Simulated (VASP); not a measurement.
# LiCl (Fm-3m) in VASP: a series of runs

Runs on LiCl. Level: PBE. Tasks: single point.

Everything below comes from runs of VASP 6.6.1. Logs are shortened: lines on timing, memory, paths and dates and some standing lists are left out, and cuts for length are marked.

## 1. The cell of the first run

It takes space group Fm-3m (No. 225, cubic). The conventional cell has a = 5.046 Å, b = 5.046 Å, c = 5.046 Å, α = 90.00°, β = 90.00°, γ = 90.00°. Li (site symmetry m-3m) has 6 Cl at 2.52 Å within 3.3 Å. Within 3.3 Å of Cl (site symmetry m-3m) lie 6 Li at 2.52 Å.

## 2. Single point, PBE (volume scaled by 0.94)

Contents of INCAR:

```
  PREC = Accurate
  ENCUT = 520
  EDIFF = 1E-7
  ISMEAR = 0
  SIGMA = 0.02
  LREAL = F
  LASPH = T
  NELM = 60
  ALGO = Normal
  ISIF = 2
  LWAVE = F
  LCHARG = T
  GGA = PE
  LELF = T
  LVHAR = T
  NBANDS = 12
```

Contents of KPOINTS:

```
regular mesh
0
Gamma
  8 8 8
```

Contents of POSCAR:

```
LiCl
1.0
    0.0000000000      2.5228371554      2.5228371554
    2.5228371554      0.0000000000      2.5228371554
    2.5228371554      2.5228371554      0.0000000000
Li Cl
1 1
Direct
    0.5000000000      0.5000000000      0.5000000000
    0.0000000000      0.0000000000      0.0000000000
```

Potentials or basis: VASP PAW PBE potentials, release 64 (Li_sv, Cl).

Launch:

```console
$ cat potpaw_PBE.64/Li_sv/POTCAR potpaw_PBE.64/Cl/POTCAR > POTCAR
$ mpirun -np 1 vasp_std > vasp.out
```

OUTCAR:

```text
PREC = Accurate
   ENCUT = 520
   EDIFF = 1E-7
   ISMEAR = 0
   LREAL = F
   LASPH = T
   NELM = 60
   ISIF = 2
   GGA = PE

 ion  position               nearest neighbor table
   1  0.500  0.500  0.500-   2 2.52   2 2.52   2 2.52   2 2.52   2 2.52   2 2.52
   2  0.000  0.000  0.000-   1 2.52   1 2.52   1 2.52   1 2.52   1 2.52   1 2.52

  LATTYP: Found a face centered cubic cell.
 ALAT       =     5.0456743108

  Lattice vectors:

 A1 = (   0.0000000000,   2.5228371554,   2.5228371554)
 A2 = (   2.5228371554,   0.0000000000,   2.5228371554)
 A3 = (   2.5228371554,   2.5228371554,   0.0000000000)

Analysis of symmetry for initial positions (statically):
=====================================================================
 Subroutine PRICEL returns:
 Original cell was already a primitive cell.

 Routine SETGRP: Setting up the symmetry group for a
 face centered cubic supercell.

 Subroutine GETGRP returns: Found 48 space group operations
 (whereof 48 operations were pure point group operations)
 out of a pool of 48 trial point group operations.

The static configuration has the point symmetry O_h .

Analysis of symmetry for dynamics (positions and initial velocities):
=====================================================================
 Subroutine PRICEL returns:
 Original cell was already a primitive cell.

 Routine SETGRP: Setting up the symmetry group for a
 face centered cubic supercell.

 Subroutine GETGRP returns: Found 48 space group operations
 (whereof 48 operations were pure point group operations)
 out of a pool of 48 trial point group operations.

The dynamic configuration has the point symmetry O_h .

 Subroutine INISYM returns: Found 48 space group operations
 (whereof 48 operations are pure point group operations),
 and found     1 'primitive' translations

----------------------------------------------------------------------------------------

                                     Primitive cell

  volume of cell :      32.1142

  direct lattice vectors                    reciprocal lattice vectors
     0.000000000  2.522837155  2.522837155    -0.198189566  0.198189566  0.198189566
     2.522837155  0.000000000  2.522837155     0.198189566 -0.198189566  0.198189566
     2.522837155  2.522837155  0.000000000     0.198189566  0.198189566 -0.198189566

  length of vectors
     3.567830521  3.567830521  3.567830521     0.343274397  0.343274397  0.343274397

  position of ions in fractional coordinates (direct lattice)
     0.500000000  0.500000000  0.500000000
[... 83 lines left out ...]
   NFREE  =      0    steps in history (QN), initial steepest desc. (CG)
   ISIF   =      2    stress and relaxation
   ISYM   =      2    0-nonsym 1-usesym 2-fastsym
   POTIM  = 0.5000    time-step for ionic-motion
   TEBEG  =    0.0;   TEEND  =   0.0 temperature during run
   PSTRESS=    0.0 pullay stress
   NELECT =      10.0000    total number of electrons
   NUPDOWN=      -1.0000    fix difference up-down
   EMIN   =  10.00;   EMAX   =-10.00  energy-range for DOS
   EFERMI =   0.00;   METHOD = LEGACY
   ISMEAR =     0;   SIGMA  =   0.02  broadening in eV -4-tet -1-fermi 0-gaus
   EFERMI_NEDOS =   21; number of points for ismear=-14 and -15
   IALGO  =     38    algorithm
   IMIX   =      4    mixing-type and parameters
     AMIX     =   0.40;   BMIX     =  1.00
     AMIX_MAG =   1.60;   BMIX_MAG =  1.00
  volume/ion in A,a.u.               =      16.06       108.36
  Fermi-wavevector in a.u.,A,eV,Ry     =   1.109623  2.096884 16.752366  1.231264
  Thomas-Fermi vector in A             =   2.246165
   LORBIT       =      0    0 simple, 1 ext, 2 COOP (PROOUT), +10 PAW based schemes
   GGA     = PE    functional components
   LHFCALC =     F    Hartree Fock is set to
   AEXX    =    0.0000 exact exchange contribution
   IVDW    =     0    specifies the selected vdW correction
   LEPSILON=     F    determine dielectric tensor
   LRPA    =     F    only Hartree local field effects (RPA)
 non-spin polarized calculation
 Gauss-broadening in eV      SIGMA  =   0.02
  energy-cutoff  :      520.00
  volume of cell :       32.11
 maximum number of plane-waves:       893
   NGX = 13   NGY = 13   NGZ = 13

 number of electron      10.0000000 magnetization

 number of electron       9.9999995 magnetization

 Free energy of the ion-electron system (eV)
  ---------------------------------------------------
  ext. energy  EPLUGINS =         0.00000000
  ---------------------------------------------------
  free energy    TOTEN  =        -7.37295201 eV

  energy without entropy =       -7.37295201  energy(sigma->0) =       -7.37295201

 E-fermi :   1.1472     XC(G=0):  -8.9461

 val. band max:        0.9623039269   @ k =   0.0000   0.0000   0.0000
 cond. band min:       7.5975499472   @ k =   0.0000   0.0000   0.0000
 fundamental gap:      6.6352460203
 Fermi energy:         1.1472045655

 k-point     1 :       0.0000    0.0000    0.0000
  band No.  band energies     occupation
      1     -42.4795      2.00000
      2     -12.6150      2.00000
      3       0.9623      2.00000
      4       0.9623      2.00000
      5       0.9623      2.00000
      6       7.5975      0.00000
      7      12.9386      0.00000
      8      12.9386      0.00000
      9      12.9386      0.00000
     10      15.7233      0.00000
     11      15.7234      0.00000
     12      15.7903      0.00000
[... 331 lines left out ...]
 k-point    24 :      -0.3750    0.2500    0.1250
  band No.  band energies     occupation
      1     -42.4753      2.00000
      2     -11.8464      2.00000
      3      -1.7740      2.00000
      4      -0.4554      2.00000
      5       0.3329      2.00000
      6       9.2815      0.00000
      7      10.3659      0.00000
      8      11.6253      0.00000
      9      13.0472      0.00000
     10      16.7332      0.00000
     11      17.4336      0.00000
     12      19.4638      0.00000

 [... further k-points ...]
[... 5 lines left out ...]
  --------------------------------------------------------------------------------------
  -------------------------------------------------------------------------------------
  Total        0.4235183      0.4235183      0.4235183      0.0000000     -0.0000000      0.0000000
  in kB       21.1293024     21.1293024     21.1293024      0.0000000     -0.0000000      0.0000000
  external PRESSURE =      21.1293024 kB  Pullay stress =       0.0000000 kB

 VOLUME and BASIS-vectors are now :
 -----------------------------------------------------------------------------
  energy-cutoff  :      520.00
  volume of cell :       32.11
      direct lattice vectors                 reciprocal lattice vectors
     0.000000000  2.522837155  2.522837155    -0.198189566  0.198189566  0.198189566
     2.522837155  0.000000000  2.522837155     0.198189566 -0.198189566  0.198189566
     2.522837155  2.522837155  0.000000000     0.198189566  0.198189566 -0.198189566

 POSITION                                       TOTAL-FORCE (eV/Angst)
 -----------------------------------------------------------------------------------
      2.52284      2.52284      2.52284         0.000000     -0.000000      0.000000
      0.00000      0.00000      0.00000        -0.000000      0.000000     -0.000000
 -----------------------------------------------------------------------------------
    total drift:                                0.000000      0.000000      0.000000

  FREE ENERGIE OF THE ION-ELECTRON SYSTEM (eV)
  ---------------------------------------------------
  free  energy   TOTEN  =        -7.3729520068 eV

  energy  without entropy=       -7.3729520068  energy(sigma->0) =       -7.37295201
```

Run time: 13 s. Hardware: 1 thread of Intel Xeon 6975P-C (Granite Rapids), shared host; peak memory 0.15 GiB.

Results:

| Item | Value |
| --- | --- |
| Free energy | -7.3730 eV |
| Band gap on the k mesh | 6.64 eV, direct |

Caveat: the cell differs from its parent crystal (volume scaled by 0.94); the cutoff is under 1.25 times the usual one of these potentials, so pressure, stress and relaxed cells hold a basis-set (Pulay) error. A k mesh can miss the band edges.

## 3. Single point, PBE

This run uses another cell than the first one, of 17.08 Å³/atom, 1.064 times its volume.

Contents of INCAR:

```
ALGO = Normal ; EDIFF = 1E-7
ENCUT = 520 ; GGA = PE
ISIF = 2 ; ISMEAR = 0
LASPH = True ; LCHARG = False
LREAL = False ; LWAVE = False
NBANDS = 12 ; NELM = 80
PREC = Accurate ; SIGMA = 0.02
```

Contents of KPOINTS:

```
k-points
0
Gamma
  8 8 8
```

Contents of POSCAR:

```
LiCl
1.0
    0.0000000000      2.5754113221      2.5754113221
    2.5754113221      0.0000000000      2.5754113221
    2.5754113221      2.5754113221      0.0000000000
Li Cl
1 1
Direct
    0.5000000000      0.5000000000      0.5000000000
    0.0000000000      0.0000000000      0.0000000000
```

Potentials or basis: VASP PAW PBE potentials, release 64 (Li_sv, Cl).

Launch:

```console
$ cat potpaw_PBE.64/Li_sv/POTCAR potpaw_PBE.64/Cl/POTCAR > POTCAR
$ mpirun -np 1 vasp_std > vasp.out
```

It took 9.6 s on 1 thread of Intel Xeon 6975P-C (Granite Rapids), shared host; peak memory 0.15 GiB.

Results (log left out):

```yaml
Free_energy: -7.3862 eV
Band_gap_on_the_k_mesh: 6.27 eV, direct
```

Levels at points of the mesh, in eV from the valence-band top:
```
           k point  band 3  band 4  band 5  band 6  band 7  band 8
(0.00, 0.00, 0.00)    0.00    0.00    0.00    6.27   11.93   11.93
(0.50, 0.00, 0.00)   -2.76   -0.25   -0.25    6.75    9.49    9.49
(0.50, 0.50, 0.00)   -2.84   -1.08   -1.08    7.86    8.31   12.33
```

Caveat: the cutoff is under 1.25 times the usual one of these potentials, so pressure, stress and relaxed cells hold a basis-set (Pulay) error. A k mesh can miss the band edges.

## 4. Single point, PBE (volume scaled by 1.03)

Contents of INCAR:

```
SYSTEM = LiCl
ALGO     = Normal         ! electronic algorithm
EDIFF    = 1E-7           ! SCF threshold, eV
ENCUT    = 520            ! plane-wave cutoff, eV
GGA      = PE             ! functional
ISIF     = 2              ! what is computed and relaxed
ISMEAR   = 0              ! smearing method
LASPH    = .True.         ! aspherical terms in the spheres
LCHARG   = .False.        ! write CHGCAR
LREAL    = .False.        ! projectors in reciprocal space
LWAVE    = .False.        ! write WAVECAR
NBANDS   = 12             ! bands
NELM     = 100            ! most SCF steps
PREC     = Accurate       ! precision mode
SIGMA    = 0.02           ! smearing width, eV
```

Contents of KPOINTS:

```
k-points
0
Gamma
  8 8 8
  0 0 0
```

Contents of POSCAR:

```
LiCl
1.0
    0.0000000000      2.6009121025      2.6009121025
    2.6009121025      0.0000000000      2.6009121025
    2.6009121025      2.6009121025      0.0000000000
Li Cl
1 1
Direct
    0.5000000000      0.5000000000      0.5000000000
    0.0000000000      0.0000000000      0.0000000000
```

Potentials or basis: VASP PAW PBE potentials, release 64 (Li_sv, Cl).

Launch:

```console
$ cat potpaw_PBE.64/Li_sv/POTCAR potpaw_PBE.64/Cl/POTCAR > POTCAR
$ mpirun -np 1 vasp_std > vasp.out
```

OUTCAR:

```text
SYSTEM = LiCl
   EDIFF = 1E-7
   ENCUT = 520
   GGA = PE
   ISIF = 2
   ISMEAR = 0
   LASPH = .True.
   LREAL = .False.
   NELM = 100
   PREC = Accurate

 ion  position               nearest neighbor table
   1  0.500  0.500  0.500-   2 2.60   2 2.60   2 2.60   2 2.60   2 2.60   2 2.60
   2  0.000  0.000  0.000-   1 2.60   1 2.60   1 2.60   1 2.60   1 2.60   1 2.60

  LATTYP: Found a face centered cubic cell.
 ALAT       =     5.2018242050

  Lattice vectors:

 A1 = (   0.0000000000,   2.6009121025,   2.6009121025)
 A2 = (   2.6009121025,   0.0000000000,   2.6009121025)
 A3 = (   2.6009121025,   2.6009121025,   0.0000000000)

Analysis of symmetry for initial positions (statically):
=====================================================================
 Subroutine PRICEL returns:
 Original cell was already a primitive cell.

 Routine SETGRP: Setting up the symmetry group for a
 face centered cubic supercell.

 Subroutine GETGRP returns: Found 48 space group operations
 (whereof 48 operations were pure point group operations)
 out of a pool of 48 trial point group operations.

The static configuration has the point symmetry O_h .

Analysis of symmetry for dynamics (positions and initial velocities):
[... 166 lines left out ...]
 k-point     1 :       0.0000    0.0000    0.0000
  band No.  band energies     occupation
      1     -43.3277      2.00000
      2     -12.9815      2.00000
      3       0.2731      2.00000
      4       0.2731      2.00000
      5       0.2731      2.00000
      6       6.3796      0.00000
      7      12.1730      0.00000
      8      12.1730      0.00000
      9      12.1730      0.00000
     10      14.5470      0.00000
     11      14.5471      0.00000
     12      14.5471      0.00000
[... 331 lines left out ...]
 k-point    24 :      -0.3750    0.2500    0.1250
  band No.  band energies     occupation
      1     -43.3253      2.00000
      2     -12.3640      2.00000
      3      -2.1116      2.00000
      4      -0.9382      2.00000
      5      -0.2638      2.00000
      6       8.3948      0.00000
      7       9.5269      0.00000
      8      10.7216      0.00000
      9      11.7541      0.00000
     10      15.6051      0.00000
     11      16.1235      0.00000
     12      18.1952      0.00000

 [... further k-points ...]
[... 5 lines left out ...]
  --------------------------------------------------------------------------------------
  -------------------------------------------------------------------------------------
  Total       -0.2177492     -0.2177492     -0.2177492      0.0000000      0.0000000      0.0000000
  in kB       -9.9142572     -9.9142572     -9.9142572      0.0000000      0.0000000      0.0000000
  external PRESSURE =      -9.9142572 kB  Pullay stress =       0.0000000 kB

 VOLUME and BASIS-vectors are now :
 -----------------------------------------------------------------------------
  energy-cutoff  :      520.00
  volume of cell :       35.19
      direct lattice vectors                 reciprocal lattice vectors
     0.000000000  2.600912103  2.600912103    -0.192240253  0.192240253  0.192240253
     2.600912103  0.000000000  2.600912103     0.192240253 -0.192240253  0.192240253
     2.600912103  2.600912103  0.000000000     0.192240253  0.192240253 -0.192240253

 POSITION                                       TOTAL-FORCE (eV/Angst)
 -----------------------------------------------------------------------------------
      2.60091      2.60091      2.60091         0.000000     -0.000000      0.000000
      0.00000      0.00000      0.00000        -0.000000      0.000000     -0.000000
 -----------------------------------------------------------------------------------
    total drift:                                0.000000      0.000000      0.000000

  FREE ENERGIE OF THE ION-ELECTRON SYSTEM (eV)
  ---------------------------------------------------
  free  energy   TOTEN  =        -7.3831829102 eV

  energy  without entropy=       -7.3831829102  energy(sigma->0) =       -7.38318291
```

OSZICAR:

```text
N       E                     dE             d eps       ncg     rms          rms(c)
DAV:   1     0.395317663037E+02    0.39532E+02   -0.43024E+03   696   0.776E+02
DAV:   2    -0.328296284404E+01   -0.42815E+02   -0.40742E+02   864   0.160E+02
DAV:   3    -0.737754100528E+01   -0.40946E+01   -0.40738E+01  1252   0.383E+01
DAV:   4    -0.745129426922E+01   -0.73753E-01   -0.73745E-01   868   0.523E+00
DAV:   5    -0.745222979136E+01   -0.93552E-03   -0.93552E-03  1028   0.561E-01    0.234E+00
DAV:   6    -0.737640317181E+01    0.75827E-01   -0.16568E-01   868   0.188E+00    0.167E+00
DAV:   7    -0.737858817883E+01   -0.21850E-02   -0.51656E-02  1056   0.118E+00    0.922E-01
DAV:   8    -0.738315909466E+01   -0.45709E-02   -0.69315E-03   812   0.573E-01    0.158E-01
DAV:   9    -0.738311653476E+01    0.42560E-04   -0.23742E-04   888   0.107E-01    0.562E-02
DAV:  10    -0.738317410465E+01   -0.57570E-04   -0.14245E-04   816   0.798E-02    0.532E-02
DAV:  11    -0.738318213188E+01   -0.80272E-05   -0.16517E-05   888   0.259E-02    0.201E-03
DAV:  12    -0.738318322418E+01   -0.10923E-05   -0.61173E-07   864   0.574E-03    0.519E-03
DAV:  13    -0.738318283003E+01    0.39415E-06   -0.21860E-07   852   0.299E-03    0.419E-04
DAV:  14    -0.738318297304E+01   -0.14302E-06   -0.39067E-09   436   0.518E-04    0.429E-04
DAV:  15    -0.738318291025E+01    0.62796E-07   -0.17169E-09   424   0.312E-04
   1 F= -.73831829E+01 E0= -.73831829E+01  d E =-.576737E-42
```

It took 14 s on 1 thread of Intel Xeon 6975P-C (Granite Rapids), shared host; peak memory 0.15 GiB.

Results:

```
Free energy            : -7.3832 eV
Band gap on the k mesh : 6.11 eV, direct
```

Levels at points of the mesh, in eV from the valence-band top:
```csv
k point,band 3,band 4,band 5,band 6,band 7,band 8
"(0.00, 0.00, 0.00)",0.00,0.00,0.00,6.11,11.90,11.90
"(0.50, 0.00, 0.00)",-2.65,-0.24,-0.24,6.71,9.48,9.48
"(0.50, 0.50, 0.00)",-2.71,-1.03,-1.03,7.79,8.35,12.09
```

Caveat: the cell differs from its parent crystal (volume scaled by 1.03); the cutoff is under 1.25 times the usual one of these potentials, so pressure, stress and relaxed cells hold a basis-set (Pulay) error.

## 5. Overview

| cell | gap on the mesh (eV) |
| --- | --- |
| a = 3.568 Å, angles 60.0°, 2 atoms | 6.64 |
| a = 3.642 Å, angles 60.0°, 2 atoms | 6.27 |
| a = 3.678 Å, angles 60.0°, 2 atoms | 6.11 |

Alike in all rows: task single point; level PBE; potentials or basis VASP PAW PBE potentials, release 64 (Li_sv, Cl); no spin polarisation; k mesh 8 × 8 × 8; cutoff (eV) 520; smearing gaussian 0.02 eV.

Caveats: the cutoff is under 1.25 times the usual one of these potentials, so pressure, stress and relaxed cells hold a basis-set (Pulay) error.

Total energies depend on the potentials used, so only differences within one code and one set of settings carry meaning.
